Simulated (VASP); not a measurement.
# Mg3Sn2N2 (P-6m2) in VASP: relaxation of cell and atoms with PBE

Aim: the relaxation of cell and atoms of Mg3Sn2N2 with PBE.

Program: VASP 6.6.1. These are calculated values, not measurements. Logs are shortened: lines on timing, memory, paths and dates and some standing lists are left out, and cuts for length are marked.

### 1 The cell of the first run

The structure is hexagonal, space group P-6m2 (No. 187). Conventional cell: a = 5.278 Å, b = 5.278 Å, c = 5.051 Å, α = 90.00°, β = 90.00°, γ = 120.00°. Within 2.1 Å of Mg (site symmetry mm2) lie 2 N at 1.60 Å. Within 4.0 Å of Sn (site symmetry -6m2) lie 6 Mg at 2.96 Å and 6 N at 3.62 Å and 6 Sn at 3.96 Å. Within 3.5 Å of Sn (site symmetry -6m2) lie 6 Mg at 2.64 Å and 6 N at 3.10 Å. Within 1.5 Å of N (site symmetry 3m) lie 1 N at 1.14 Å.

The cell was built from a structure type or drawn by symmetry, and may not be a known phase.

### 2 Relaxation of cell and atoms, PBE

File INCAR:

```
SYSTEM = Mg3Sn2N2
PREC = Accurate ; ENCUT = 600
EDIFF = 1E-6 ; ISMEAR = 0
SIGMA = 0.2 ; LREAL = .False.
LASPH = .True. ; NELM = 60
ALGO = Normal ; ISIF = 3
LWAVE = .False. ; LCHARG = .False.
GGA = PE ; IBRION = 2
NSW = 36 ; EDIFFG = -0.08
```

File KPOINTS:

```
regular mesh
0
Gamma
  4 4 3
  0 0 0
```

File POSCAR:

```
Mg3Sn2N2
1.0
    5.2779702300      0.0000000000      0.0000000000
   -2.6389851200      4.5708563000      0.0000000000
    0.0000000000      0.0000000000      5.0505280000
Mg Sn N
3 2 2
Direct
    0.1696824200      0.8303175800      0.0000000000
    0.1696824200      0.3393648400      0.0000000000
    0.6606351600      0.8303175800      0.0000000000
    0.0000000000      0.0000000000      0.5000000000
    0.6666666700      0.3333333300      0.0000000000
    0.3333333300      0.6666666700      0.8873810500
    0.3333333300      0.6666666700      0.1126189500
```

Potentials or basis: VASP PAW PBE potentials, release 64 (Mg, Sn_d, N).

Command:

```console
$ cat potpaw_PBE.64/Mg/POTCAR potpaw_PBE.64/Sn_d/POTCAR potpaw_PBE.64/N/POTCAR > POTCAR
$ mpirun -np 1 vasp_std > vasp.out
```

OUTCAR:

```text
SYSTEM = Mg3Sn2N2
   PREC = Accurate
   ENCUT = 600
   EDIFF = 1E-6
   ISMEAR = 0
   LREAL = .False.
   LASPH = .True.
   NELM = 60
   ISIF = 3
   GGA = PE
   IBRION = 2
   NSW = 36
   EDIFFG = -0.08

 ion  position               nearest neighbor table
   1  0.170  0.830  0.000-   6 1.60   7 1.60   3 2.59   2 2.59   5 2.64   5 2.64   3 2.69   2 2.69
                             4 2.96   4 2.96
   2  0.170  0.339  0.000-   6 1.60   7 1.60   3 2.59   1 2.59   5 2.64   5 2.64   3 2.69   1 2.69
                             4 2.96   4 2.96
   3  0.661  0.830  0.000-   6 1.60   7 1.60   2 2.59   1 2.59   5 2.64   5 2.64   2 2.69   1 2.69
                             4 2.96   4 2.96
   4  0.000  0.000  0.500-   3 2.96   3 2.96   2 2.96   2 2.96   1 2.96   1 2.96
   5  0.667  0.333  0.000-   2 2.64   3 2.64   1 2.64   1 2.64   2 2.64   3 2.64
   6  0.333  0.667  0.887-   7 1.14   1 1.60   3 1.60   2 1.60
   7  0.333  0.667  0.113-   6 1.14   1 1.60   3 1.60   2 1.60

  LATTYP: Found a hexagonal cell.
 ALAT       =     5.2779702300
 C/A-ratio  =     0.9569072541

  Lattice vectors:

 A1 = (   5.2779702300,   0.0000000000,   0.0000000000)
 A2 = (  -2.6389851200,   4.5708563000,   0.0000000000)
 A3 = (   0.0000000000,   0.0000000000,   5.0505280000)

Analysis of symmetry for initial positions (statically):
=====================================================================
 Subroutine PRICEL returns:
 Original cell was already a primitive cell.

 Routine SETGRP: Setting up the symmetry group for a
 hexagonal supercell.

 Subroutine GETGRP returns: Found 12 space group operations
 (whereof 12 operations were pure point group operations)
 out of a pool of 24 trial point group operations.

The static configuration has the point symmetry D_3h.

Analysis of symmetry for dynamics (positions and initial velocities):
=====================================================================
 Subroutine PRICEL returns:
 Original cell was already a primitive cell.

 Routine SETGRP: Setting up the symmetry group for a
 hexagonal supercell.

 Subroutine GETGRP returns: Found 12 space group operations
 (whereof 12 operations were pure point group operations)
 out of a pool of 24 trial point group operations.

The dynamic configuration has the point symmetry D_3h.

 Subroutine INISYM returns: Found 12 space group operations
 (whereof 12 operations are pure point group operations),
 and found     1 'primitive' translations

----------------------------------------------------------------------------------------

                                     Primitive cell

  volume of cell :     121.8432

  direct lattice vectors                    reciprocal lattice vectors
     5.277970230  0.000000000  0.000000000     0.189466775  0.109388694  0.000000000
    -2.638985120  4.570856300  0.000000000     0.000000000  0.218777388  0.000000000
     0.000000000  0.000000000  5.050528000     0.000000000  0.000000000  0.197999100

  length of vectors
     5.277970230  5.277970233  5.050528000     0.218777388  0.218777388  0.197999100

  position of ions in fractional coordinates (direct lattice)
     0.169682420  0.830317580  0.000000000
     0.169682420  0.339364840  0.000000000
     0.660635160  0.830317580  0.000000000
     0.000000000  0.000000000  0.500000000
     0.666666670  0.333333330  0.000000000
     0.333333330  0.666666670  0.887381050
     0.333333330  0.666666670  0.112618950

  ion indices of the primitive-cell ions
   primitive index   ion index
                 1           1
                 2           2
                 3           3
                 4           4
                 5           5
                 6           6
                 7           7

----------------------------------------------------------------------------------------

 KPOINTS: regular mesh

Automatic generation of k-mesh.
 Grid dimensions read from file:
 generate k-points for:    4    4    3

 Generating k-lattice:

  Cartesian coordinates                     Fractional coordinates (reciprocal lattice)
     0.047366694  0.027347173  0.000000000     0.250000000  0.000000000  0.000000000
     0.000000000  0.054694347  0.000000000     0.000000000  0.250000000  0.000000000
     0.000000000  0.000000000  0.065999700     0.000000000  0.000000000  0.333333333

  Length of vectors
     0.054694347  0.054694347  0.065999700

  Shift w.r.t. Gamma in fractional coordinates (k-lattice)
     0.000000000  0.000000000  0.000000000

 Subroutine IBZKPT returns following result:
 ===========================================

 Found      8 irreducible k-points:

 Following reciprocal coordinates:
            Coordinates               Weight
  0.000000  0.000000  0.000000      1.000000
  0.250000  0.000000  0.000000      6.000000
  0.500000  0.000000  0.000000      3.000000
  0.250000  0.250000  0.000000      6.000000
  0.000000  0.000000  0.333333      2.000000
  0.250000  0.000000  0.333333     12.000000
  0.500000  0.000000  0.333333      6.000000
  0.250000  0.250000  0.333333     12.000000
   k-points           NKPTS =      8   k-points in BZ     NKDIM =      8   number of bands    NBANDS=     26
   number of dos      NEDOS =    301   number of ions     NIONS =      7
   total plane-waves  NPLWV =  70560
   dimension x,y,z NGX =    42 NGY =   42 NGZ =   40
   dimension x,y,z NGXF=    84 NGYF=   84 NGZF=   80
   ions per type =               3   2   2
   NGX,Y,Z   is equivalent  to a cutoff of  13.23, 13.23, 13.17 a.u.
   NGXF,Y,Z  is equivalent  to a cutoff of  26.46, 26.46, 26.33 a.u.
 SYSTEM =  Mg3Sn2N2
   PREC   = accura    normal or accurate (medium, high low for compatibility)
   ISTART =      0    job   : 0-new  1-cont  2-samecut
   ICHARG =      2    charge: 1-file 2-atom 10-const
   ISPIN  =      1    spin polarized calculation?
   LNONCOLLINEAR =      F non collinear calculations
   LSORBIT =      F    spin-orbit coupling
   LASPH  =      T    aspherical Exc in radial PAW
   ENCUT  =  600.0 eV  44.10 Ry    6.64 a.u.  10.54 10.54 10.09*2*pi/ulx,y,z
   NELM   =     60;   NELMIN=  2; NELMDL= -5     # of ELM steps
   EDIFF  = 0.1E-05   stopping-criterion for ELM
   LREAL  =      F    real-space projection
   EDIFFG = -.8E-01   stopping-criterion for IOM
   NSW    =     36    number of steps for IOM
   IBRION =      2    ionic relax: 0-MD 1-quasi-New 2-CG
   NFREE  =      1    steps in history (QN), initial steepest desc. (CG)
   ISIF   =      3    stress and relaxation
   ISYM   =      2    0-nonsym 1-usesym 2-fastsym
   POTIM  = 0.5000    time-step for ionic-motion
   TEBEG  =    0.0;   TEEND  =   0.0 temperature during run
   PSTRESS=    0.0 pullay stress
   NELECT =      44.0000    total number of electrons
   NUPDOWN=      -1.0000    fix difference up-down
   EMIN   =  10.00;   EMAX   =-10.00  energy-range for DOS
   EFERMI =   0.00;   METHOD = LEGACY
   ISMEAR =     0;   SIGMA  =   0.20  broadening in eV -4-tet -1-fermi 0-gaus
   EFERMI_NEDOS =   21; number of points for ismear=-14 and -15
   IALGO  =     38    algorithm
   IMIX   =      4    mixing-type and parameters
     AMIX     =   0.40;   BMIX     =  1.00
     AMIX_MAG =   1.60;   BMIX_MAG =  1.00
  volume/ion in A,a.u.               =      17.41       117.46
  Fermi-wavevector in a.u.,A,eV,Ry     =   1.165803  2.203049 18.491643  1.359097
  Thomas-Fermi vector in A             =   2.302325
   LORBIT       =      0    0 simple, 1 ext, 2 COOP (PROOUT), +10 PAW based schemes
   GGA     = PE    functional components
   LHFCALC =     F    Hartree Fock is set to
   AEXX    =    0.0000 exact exchange contribution
   IVDW    =     0    specifies the selected vdW correction
   LEPSILON=     F    determine dielectric tensor
   LRPA    =     F    only Hartree local field effects (RPA)
 conjugate gradient relaxation of ions
 non-spin polarized calculation
 Gauss-broadening in eV      SIGMA  =   0.20
  energy-cutoff  :      600.00
  volume of cell :      121.84
 maximum number of plane-waves:      4080
   NGX = 21   NGY = 21   NGZ = 21

--------------------------------------- Ionic step        1  -------------------------------------------

 number of electron      44.0000015 magnetization

 Free energy of the ion-electron system (eV)
  ---------------------------------------------------
  ext. energy  EPLUGINS =         0.00000000
  ---------------------------------------------------
  free energy    TOTEN  =       -12.32673434 eV

  energy without entropy =      -12.23422736  energy(sigma->0) =      -12.28048085

------------------------ aborting loop because EDIFF is reached ----------------------------------------

  FORCE on cell =-STRESS in cart. coord.  units (eV):
  Direction    XX          YY          ZZ          XY          YZ          ZX
  --------------------------------------------------------------------------------------
  -------------------------------------------------------------------------------------
  Total       58.7864083     58.7864083     31.7238540     -0.0000001     -0.0000000      0.0000000
  in kB      773.0119747    773.0119748    417.1528714     -0.0000008     -0.0000000      0.0000000
  external PRESSURE =     654.3922736 kB  Pullay stress =       0.0000000 kB
[... 104 lines left out ...]
  FREE ENERGIE OF THE ION-ELECTRON SYSTEM (eV)
  ---------------------------------------------------
  free  energy   TOTEN  =        -3.4914380952 eV

  energy  without entropy=       -3.2693204440  energy(sigma->0) =       -3.38037927

 E-fermi :   4.2074     XC(G=0):  -9.2510

 val. band max:        4.2062098089   @ k =   0.2500   0.2500   0.3333
 cond. band min:       4.3471900154   @ k =   0.2500   0.0000   0.0000
 fundamental gap:      0.1409802065
 Fermi energy:         4.2074172335

 k-point     1 :       0.0000    0.0000    0.0000
  band No.  band energies     occupation
      1     -17.5041      2.00000
      2     -17.5041      2.00000
      3     -17.4295      2.00000
      4     -17.4295      2.00000
      5     -17.4100      2.00000
      6     -17.1337      2.00000
[... 221 lines left out ...]
     25       6.2554      0.00000
     26       7.2462      0.00000

[... ionic steps 4 to 17 ...]

--------------------------------------- Ionic step       18  -------------------------------------------

 number of electron      44.0000044 magnetization

------------------------ aborting loop because EDIFF is reached ----------------------------------------

  FORCE on cell =-STRESS in cart. coord.  units (eV):
  Direction    XX          YY          ZZ          XY          YZ          ZX
  --------------------------------------------------------------------------------------
  -------------------------------------------------------------------------------------
  Total       -0.3445735     -0.3445735      0.0194944      0.0000000     -0.0000000      0.0000000
  in kB       -3.1232880     -3.1232880      0.1767018      0.0000000     -0.0000000      0.0000000
  external PRESSURE =      -2.0232914 kB  Pullay stress =       0.0000000 kB
[... 67 lines left out ...]
  energy  without entropy=      -25.9230925068  energy(sigma->0) =      -25.98873615

--------------------------------------- Ionic step       20  -------------------------------------------

 number of electron      44.0000041 magnetization

 Free energy of the ion-electron system (eV)
  ---------------------------------------------------
  ext. energy  EPLUGINS =         0.00000000
  ---------------------------------------------------
  free energy    TOTEN  =       -26.05906893 eV

  energy without entropy =      -25.92780364  energy(sigma->0) =      -25.99343629

 E-fermi :   2.7782     XC(G=0):  -8.2850

 val. band max:        2.7168270718   @ k =   0.2500   0.2500   0.3333
 cond. band min:       2.7997289069   @ k =   0.5000   0.0000   0.0000
 fundamental gap:      0.0829018351
 Fermi energy:         2.7781703203

 k-point     1 :       0.0000    0.0000    0.0000
  band No.  band energies     occupation
      1     -18.5907      2.00000
      2     -18.5147      2.00000
      3     -18.4655      2.00000
      4     -18.4655      2.00000
      5     -18.3485      2.00000
      6     -18.3485      2.00000
[... 255 lines left out ...]
  FREE ENERGIE OF THE ION-ELECTRON SYSTEM (eV)
  ---------------------------------------------------
  free  energy   TOTEN  =       -26.0590689333 eV

  energy  without entropy=      -25.9278036394  energy(sigma->0) =      -25.99343629

 reached required accuracy - stopping structural energy minimisation
```

It took 5.4 min on 1 thread of Intel Xeon 6975P-C (Granite Rapids), shared host; peak memory 0.28 GiB.

Results:

```yaml
Free_energy: -26.0591 eV
Relaxed_volume: 25.13 Å³/atom
Relaxed_cell: a = 6.499 Å, b = 6.499 Å, c = 4.808 Å, α = 90.00°, β = 90.00°, γ = 120.00°
Space_group_after_relaxing_to_0.1_Å: P-6m2 (No. 187)
Pressure_after_relaxing: -0.3 GPa
Largest_force_after_relaxing: 0.058 eV/Å
Band_gap_on_the_k_mesh: zero (bands 22 and 23 overlap by 0.12 eV)
```

Forces in eV/Å, atoms in the order of the input:
```
Mg  -0.020  0.011  0.000
Mg   0.000 -0.023  0.000
Mg   0.020  0.011  0.000
Sn   0.000  0.000  0.000
Sn   0.000  0.000  0.000
N    0.000  0.000 -0.058
N    0.000  0.000  0.058
```

Final structure:
```
CELL_PARAMETERS angstrom
6.49919 0.00000 0.00000
-3.24960 5.62847 0.00000
0.00000 0.00000 4.80797
ATOMIC_POSITIONS crystal
Mg 0.15303 0.84697 0.00000
Mg 0.15303 0.30607 0.00000
Mg 0.69393 0.84697 0.00000
Sn 0.00000 0.00000 0.50000
Sn 0.66667 0.33333 0.00000
N 0.33333 0.66667 0.86526
N 0.33333 0.66667 0.13474
```

Levels at points of the mesh, in eV from the Fermi level:
```
           k point  band 19  band 20  band 21  band 22  band 23  band 24  band 25  band 26
(0.00, 0.00, 0.00)    -2.17    -1.18     0.05     0.05     0.30     0.30     0.50     1.84
(0.50, 0.00, 0.00)    -1.63    -1.22    -0.20     0.02     0.22     0.84     1.31     1.47
```

Caveat: the k points lie up to 0.44 Å⁻¹ apart in the final cell; the standard files for N, O and F lose accuracy on very short bonds; the volume moved by over 15 % at a fixed basis, so the end points are rough; spin-orbit coupling is left out, which moves the levels of the heavy elements; the relaxation stopped at a loose force limit of 0.08 eV/Å, so its end isn't a converged minimum.
